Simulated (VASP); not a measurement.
# SnSe (Pnma) in VASP: notebook, part 2 of 2

VASP 6.6.1. The steps go on from the part before.

## (5) Single point, PBEsol+D3(BJ)

This run uses another cell than the first one, of 24.48 Å³/atom, 0.918 times its volume.

File INCAR:

```
PREC = Accurate
ENCUT = 520
EDIFF = 1E-7
ISMEAR = -1
SIGMA = 0.05
LREAL = F
LASPH = T
NELM = 80
ALGO = Normal
ISIF = 2
LWAVE = F
LCHARG = T
GGA = PS
IVDW = 12
LELF = T
LVHAR = T
NBANDS = 50
```

File KPOINTS:

```
regular mesh
0
Gamma
  3 6 6
```

File POSCAR:

```
SnSe
1.0
   11.2299763866      0.0000000000      0.0000000000
    0.0000000000      4.1101165490      0.0000000000
    0.0000000000      0.0000000000      4.2426451134
Sn Se
4 4
Direct
    0.8832944884      0.7500000000      0.9262083643
    0.6167055116      0.2500000000      0.4262083643
    0.3832944884      0.7500000000      0.5737916357
    0.1167055116      0.2500000000      0.0737916357
    0.6408968419      0.7500000000      0.9814367054
    0.8591031581      0.2500000000      0.4814367054
    0.1408968419      0.7500000000      0.5185632946
    0.3591031581      0.2500000000      0.0185632946
```

Potentials or basis: VASP PAW PBE potentials, release 64 (Sn_d, Se).

Run with:

```
$ cat potpaw_PBE.64/Sn_d/POTCAR potpaw_PBE.64/Se/POTCAR > POTCAR
$ mpirun -np 1 vasp_std > vasp.out
```

OUTCAR:

```text
PREC = Accurate
   ENCUT = 520
   EDIFF = 1E-7
   ISMEAR = -1
   LREAL = F
   LASPH = T
   NELM = 80
   ISIF = 2
   GGA = PS
   IVDW = 12
 IVDW          = 12

 ion  position               nearest neighbor table
   1  0.883  0.750  0.926-   5 2.73   6 2.80   6 2.80   6 3.14   6 3.14   4 3.39   4 3.39
   2  0.617  0.250  0.426-   6 2.73   5 2.80   5 2.80   5 3.14   5 3.14   3 3.39   3 3.39
   3  0.383  0.750  0.574-   7 2.73   8 2.80   8 2.80   8 3.14   8 3.14   2 3.39   2 3.39
   4  0.117  0.250  0.074-   8 2.73   7 2.80   7 2.80   7 3.14   7 3.14   1 3.39   1 3.39
   5  0.641  0.750  0.981-   1 2.73   2 2.80   2 2.80   2 3.14   2 3.14
   6  0.859  0.250  0.481-   2 2.73   1 2.80   1 2.80   1 3.14   1 3.14
   7  0.141  0.750  0.519-   3 2.73   4 2.80   4 2.80   4 3.14   4 3.14
   8  0.359  0.250  0.019-   4 2.73   3 2.80   3 2.80   3 3.14   3 3.14

  LATTYP: Found a simple orthorhombic cell.
 ALAT       =     4.1101165490
 B/A-ratio  =     1.0322444784
 C/A-ratio  =     2.7322768716

  Lattice vectors:

 A1 = (   0.0000000000,   4.1101165490,   0.0000000000)
 A2 = (   0.0000000000,   0.0000000000,   4.2426451134)
 A3 = (  11.2299763866,   0.0000000000,   0.0000000000)

Analysis of symmetry for initial positions (statically):
=====================================================================
 Subroutine PRICEL returns:
 Original cell was already a primitive cell.

 Routine SETGRP: Setting up the symmetry group for a
 simple orthorhombic supercell.

 Subroutine GETGRP returns: Found  8 space group operations
 (whereof  2 operations were pure point group operations)
 out of a pool of  8 trial point group operations.

The static configuration has the point symmetry S_2 .
 The point group associated with its full space group is D_2h.

Analysis of symmetry for dynamics (positions and initial velocities):
=====================================================================
 Subroutine PRICEL returns:
 Original cell was already a primitive cell.

 Routine SETGRP: Setting up the symmetry group for a
 simple orthorhombic supercell.

 Subroutine GETGRP returns: Found  8 space group operations
 (whereof  2 operations were pure point group operations)
 out of a pool of  8 trial point group operations.

The dynamic configuration has the point symmetry S_2 .
 The point group associated with its full space group is D_2h.

 Subroutine INISYM returns: Found  8 space group operations
 (whereof  2 operations are pure point group operations),
 and found     1 'primitive' translations

----------------------------------------------------------------------------------------

                                     Primitive cell

  volume of cell :     195.8257

  direct lattice vectors                    reciprocal lattice vectors
    11.229976387  0.000000000  0.000000000     0.089047382  0.000000000  0.000000000
     0.000000000  4.110116549  0.000000000     0.000000000  0.243302103  0.000000000
     0.000000000  0.000000000  4.242645113     0.000000000  0.000000000  0.235702014

  length of vectors
[... 50 lines left out ...]
            Coordinates               Weight
  0.000000  0.000000  0.000000      1.000000
  0.333333  0.000000  0.000000      2.000000
  0.000000  0.166667  0.000000      2.000000
  0.333333  0.166667  0.000000      4.000000
  0.000000  0.333333  0.000000      2.000000
  0.333333  0.333333  0.000000      4.000000
[... 16 lines left out ...]
  0.000000  0.500000  0.333333      2.000000
  0.333333  0.500000  0.333333      4.000000
 [... further k-points ...]
   k-points           NKPTS =     32   k-points in BZ     NKDIM =     32   number of bands    NBANDS=     50
   number of dos      NEDOS =    301   number of ions     NIONS =      8
   total plane-waves  NPLWV =  86016
   dimension x,y,z NGX =    84 NGY =   32 NGZ =   32
   dimension x,y,z NGXF=   168 NGYF=   64 NGZF=   64
   ions per type =               4   4
   NGX,Y,Z   is equivalent  to a cutoff of  12.44, 12.94, 12.54 a.u.
   NGXF,Y,Z  is equivalent  to a cutoff of  24.87, 25.89, 25.08 a.u.
 SYSTEM =  unknown system
   PREC   = accura    normal or accurate (medium, high low for compatibility)
   ISTART =      0    job   : 0-new  1-cont  2-samecut
   ICHARG =      2    charge: 1-file 2-atom 10-const
   ISPIN  =      1    spin polarized calculation?
   LNONCOLLINEAR =      F non collinear calculations
   LSORBIT =      F    spin-orbit coupling
   LASPH  =      T    aspherical Exc in radial PAW
   ENCUT  =  520.0 eV  38.22 Ry    6.18 a.u.  20.88  7.64  7.89*2*pi/ulx,y,z
   NELM   =     80;   NELMIN=  2; NELMDL= -5     # of ELM steps
   EDIFF  = 0.1E-06   stopping-criterion for ELM
   LREAL  =      F    real-space projection
   EDIFFG = 0.1E-05   stopping-criterion for IOM
   NSW    =      0    number of steps for IOM
   IBRION =     -1    ionic relax: 0-MD 1-quasi-New 2-CG
   NFREE  =      0    steps in history (QN), initial steepest desc. (CG)
   ISIF   =      2    stress and relaxation
   ISYM   =      2    0-nonsym 1-usesym 2-fastsym
   POTIM  = 0.5000    time-step for ionic-motion
   TEBEG  =    0.0;   TEEND  =   0.0 temperature during run
   PSTRESS=    0.0 pullay stress
   NELECT =      80.0000    total number of electrons
   NUPDOWN=      -1.0000    fix difference up-down
   EMIN   =  10.00;   EMAX   =-10.00  energy-range for DOS
   EFERMI =   0.00;   METHOD = LEGACY
   ISMEAR =    -1;   SIGMA  =   0.05  broadening in eV -4-tet -1-fermi 0-gaus
   EFERMI_NEDOS =   21; number of points for ismear=-14 and -15
   IALGO  =     38    algorithm
   IMIX   =      4    mixing-type and parameters
     AMIX     =   0.40;   BMIX     =  1.00
     AMIX_MAG =   1.60;   BMIX_MAG =  1.00
  volume/ion in A,a.u.               =      24.48       165.19
  Fermi-wavevector in a.u.,A,eV,Ry     =   1.214735  2.295517 20.076505  1.475581
  Thomas-Fermi vector in A             =   2.350145
   LORBIT       =      0    0 simple, 1 ext, 2 COOP (PROOUT), +10 PAW based schemes
   GGA     = PS    functional components
   LHFCALC =     F    Hartree Fock is set to
   AEXX    =    0.0000 exact exchange contribution
   IVDW    =    12    specifies the selected vdW correction
   LEPSILON=     F    determine dielectric tensor
   LRPA    =     F    only Hartree local field effects (RPA)
 non-spin polarized calculation
  energy-cutoff  :      520.00
  volume of cell :      195.83
 maximum number of plane-waves:      5324
 NGX is ok and might be reduce to    84
   NGX = 41   NGY = 15   NGZ = 15

 number of electron      79.9999986 magnetization

 Free energy of the ion-electron system (eV)
  ---------------------------------------------------
  ext. energy  EPLUGINS =         0.00000000
  ---------------------------------------------------
  free energy    TOTEN  =       -35.84262827 eV

  energy without entropy =      -35.84138672  energy(sigma->0) =      -35.84200749

 E-fermi :   6.5319     XC(G=0): -10.3003

 val. band max:        6.4018745898   @ k =   0.0000   0.0000   0.3333
 cond. band min:       6.6461284476   @ k =   0.0000   0.0000   0.0000
 fundamental gap:      0.2442538578
 Fermi energy:         6.5319120597

 k-point     1 :       0.0000    0.0000    0.0000
  band No.  band energies     occupation
      1     -15.0140      2.00000
      2     -14.9971      2.00000
      3     -14.9931      2.00000
      4     -14.9922      2.00000
      5     -14.9892      2.00000
      6     -14.9848      2.00000
[... 1261 lines left out ...]
     49      12.1490      0.00000
     50      12.1867      0.00000

 [... further k-points ...]

------------------------ aborting loop because EDIFF is reached ----------------------------------------

 Edisp (eV)   -2.93983

 E8    (eV) :    -1.9748

  FORCE on cell =-STRESS in cart. coord.  units (eV):
  Direction    XX          YY          ZZ          XY          YZ          ZX
  --------------------------------------------------------------------------------------
  -------------------------------------------------------------------------------------
  Total       0.07945     0.10185     0.08631     0.00000     0.00000     0.00000
  in kB       0.65001     0.83331     0.70616     0.00000     0.00000     0.00000
  external pressure =        0.73 kB  Pullay stress =        0.00 kB

 VOLUME and BASIS-vectors are now :
 -----------------------------------------------------------------------------
  energy-cutoff  :      520.00
  volume of cell :      195.83
      direct lattice vectors                 reciprocal lattice vectors
    11.229976387  0.000000000  0.000000000     0.089047382  0.000000000  0.000000000
     0.000000000  4.110116549  0.000000000     0.000000000  0.243302103  0.000000000
     0.000000000  0.000000000  4.242645113     0.000000000  0.000000000  0.235702014

 POSITION                                       TOTAL-FORCE (eV/Angst)
 -----------------------------------------------------------------------------------
      9.91938      3.08259      3.92957         0.017792      0.000000      0.013250
      6.92559      1.02753      1.80825        -0.017792      0.000000      0.013250
      4.30439      3.08259      2.43439         0.017792      0.000000     -0.013250
      1.31060      1.02753      0.31307        -0.017792     -0.000000     -0.013250
      7.19726      3.08259      4.16389        -0.010609     -0.000000     -0.015927
      9.64771      1.02753      2.04257         0.010609      0.000000     -0.015927
      1.58227      3.08259      2.20008        -0.010609     -0.000000      0.015927
      4.03272      1.02753      0.07876         0.010609      0.000000      0.015927
 -----------------------------------------------------------------------------------
    total drift:                                0.000000      0.000000     -0.000000

  FREE ENERGIE OF THE ION-ELECTRON SYSTEM (eV)
  ---------------------------------------------------
  free  energy   TOTEN  =       -38.7824534955 eV

  energy  without entropy=      -38.7812119468  energy(sigma->0) =      -38.78183272
```

It took 4 min on 1 thread of Intel Xeon Platinum 8259CL at 2.50GHz (Skylake/Cascade Lake), shared host; peak memory 0.42 GiB.

Results:

- Free energy: -38.7825 eV
- Pressure: 0.1 GPa
- Largest force: 0.022 eV/Å
- Band gap on the k mesh: 0.24 eV, indirect (least direct gap 0.52 eV)
- Dispersion energy per atom: -0.367 eV

Forces on the atoms (eV/Å):
```
Sn   0.018  0.000  0.013
Sn  -0.018  0.000  0.013
Sn   0.018  0.000 -0.013
Sn  -0.018  0.000 -0.013
Se  -0.011  0.000 -0.016
Se   0.011  0.000 -0.016
Se  -0.011  0.000  0.016
Se   0.011  0.000  0.016
```

Caveat: the PAW data sets were made with another functional, which shifts forces and pressure a little; spin-orbit coupling is left out, which moves the levels of the heavy elements.

## (6) Single point, LDA

This run uses another cell than the first one, of 25.17 Å³/atom, 0.944 times its volume.

File INCAR:

```
  ALGO = Normal
  EDIFF = 1E-6
  ENCUT = 520
  GGA = CA
  ISIF = 2
  ISMEAR = -1
  LASPH = T
  LCHARG = F
  LREAL = F
  LWAVE = F
  NBANDS = 50
  NELM = 60
  PREC = Accurate
  SIGMA = 0.05
```

File KPOINTS:

```
k-points
0
Gamma
  3 6 6
```

File POSCAR:

```
SnSe
1.0
   11.3204303093      0.0000000000      0.0000000000
    0.0000000000      4.1162171308      0.0000000000
    0.0000000000      0.0000000000      4.3219452179
Sn Se
4 4
Direct
    0.8825580605      0.7500000000      0.9053158594
    0.6174419395      0.2500000000      0.4053158594
    0.3825580605      0.7500000000      0.5946841406
    0.1174419395      0.2500000000      0.0946841406
    0.6422143738      0.7500000000      0.9772929081
    0.8577856262      0.2500000000      0.4772929081
    0.1422143738      0.7500000000      0.5227070919
    0.3577856262      0.2500000000      0.0227070919
```

Potentials or basis: VASP PAW LDA potentials, release 64 (Sn_d, Se).

Run with:

```
$ cat potpaw_LDA.64/Sn_d/POTCAR potpaw_LDA.64/Se/POTCAR > POTCAR
$ mpirun -np 1 vasp_std > vasp.out
```

It took 3.6 min on 1 thread of Intel Xeon Platinum 8259CL at 2.50GHz (Skylake/Cascade Lake), shared host; peak memory 0.38 GiB.

Results (log left out):

```yaml
Free_energy: -38.0152 eV
Pressure: 0.1 GPa
Largest_force: 0.024 eV/Å
Band_gap_on_the_k_mesh: 0.37 eV, indirect (least direct gap 0.53 eV)
```

Forces in eV/Å, atoms in the order of the input:
```
Sn   0.019  0.000  0.014
Sn  -0.019  0.000  0.014
Sn   0.019  0.000 -0.014
Sn  -0.019  0.000 -0.014
Se  -0.003  0.000 -0.017
Se   0.003  0.000 -0.017
Se  -0.003  0.000  0.017
Se   0.003  0.000  0.017
```

Levels at points of the mesh, in eV from the valence-band top:
```tsv
k point	band 36	band 37	band 38	band 39	band 40	band 41	band 42	band 43	band 44	band 45
(0.00, 0.00, 0.00)	-2.04	-1.77	-1.38	-0.85	-0.68	0.39	2.86	2.95	2.98	3.25
(0.00, 0.50, 0.00)	-1.81	-1.10	-1.10	-0.73	-0.73	0.77	0.77	1.33	1.33	1.51
(0.00, 0.00, 0.50)	-1.53	-0.90	-0.90	-0.33	-0.33	1.10	1.10	1.28	1.28	1.58
(0.00, 0.50, 0.50)	-3.50	-2.55	-2.55	-1.66	-1.66	2.52	2.52	2.97	2.97	4.58
```

Caveat: spin-orbit coupling is left out, which moves the levels of the heavy elements.

## (7) Summary

| level | potentials or basis | cell | k mesh | smearing | gap on the mesh (eV) | pressure (GPa) | largest force (eV/Å) |
| --- | --- | --- | --- | --- | --- | --- | --- |
| PBE | VASP PAW PBE potentials, release 64 (Sn_d, Se) | a = 11.420, b = 4.190, c = 4.460 Å, 8 atoms | 2 × 4 × 4 | gaussian 0.01 eV | 1.08 | 2.4 | 0.29 |
| PBEsol | VASP PAW PBE potentials, release 64 (Sn_d, Se) | a = 11.187, b = 4.104, c = 4.369 Å, 8 atoms | 3 × 6 × 6 | fermi-dirac 0.05 eV | 0.48 | 3.2 | 0.63 |
| PBEsol | VASP PAW PBE potentials, release 64 (Sn_d, Se) | a = 11.266, b = 4.133, c = 4.400 Å, 8 atoms | 3 × 6 × 6 | fermi-dirac 0.05 eV | 0.48 | 1.8 | 0.49 |
| PBEsol+D3(BJ) | VASP PAW PBE potentials, release 64 (Sn_d, Se) | a = 11.230, b = 4.110, c = 4.243 Å, 8 atoms | 3 × 6 × 6 | fermi-dirac 0.05 eV | 0.24 | 0.1 | 0.02 |
| LDA | VASP PAW LDA potentials, release 64 (Sn_d, Se) | a = 11.320, b = 4.116, c = 4.322 Å, 8 atoms | 3 × 6 × 6 | fermi-dirac 0.05 eV | 0.37 | 0.1 | 0.02 |

Alike in all rows: task single point; no spin polarisation; cutoff (eV) 520.

Caveats: spin-orbit coupling is left out, which moves the levels of the heavy elements; the PAW data sets were made with another functional, which shifts forces and pressure a little (some runs).

Absolute energies hang on the potentials; compare differences alone.

## (8) Comparison with measurements

Step 2. Measured gap of SnSe: 0.99 eV (indirect; 20 K; “Linear dichroism of the optical properties of SnS and SnSe van der Waals crystals”, 2024, arxiv:2409.17412). This calculation gives 1.08 eV (+0.09 eV). 2 values of this kind are on record (0.89 to 0.99 eV); this one was drawn at random. Spin-orbit coupling on Se, Sn is left out. The value is that of PBE on a finite k mesh, which can miss the band edges, without temperature or zero-point motion.

Step 5. Against the measured gap of SnSe, 0.89 eV (indirect; 300 K; “Linear dichroism of the optical properties of SnS and SnSe van der Waals crystals”, 2024, arxiv:2409.17412), the calculated 0.24 eV is off by -0.65 eV. 2 values of this kind are on record (0.89 to 0.99 eV); this one was drawn at random. Spin-orbit coupling on Se, Sn is left out. The value is that of PBEsol+D3(BJ) on a finite k mesh, which can miss the band edges, without temperature or zero-point motion. Semilocal functionals fall short of measured gaps as a rule.

Step 6. A measured gap of SnSe is 0.99 eV (indirect; 20 K; “Linear dichroism of the optical properties of SnS and SnSe van der Waals crystals”, 2024, arxiv:2409.17412); the calculated 0.37 eV misses it by -0.62 eV. 2 values of this kind are on record (0.89 to 0.99 eV); this one was drawn at random. Spin-orbit coupling on Se, Sn is left out. The value is that of LDA on a finite k mesh, which can miss the band edges, without temperature or zero-point motion. Semilocal functionals fall short of measured gaps as a rule.
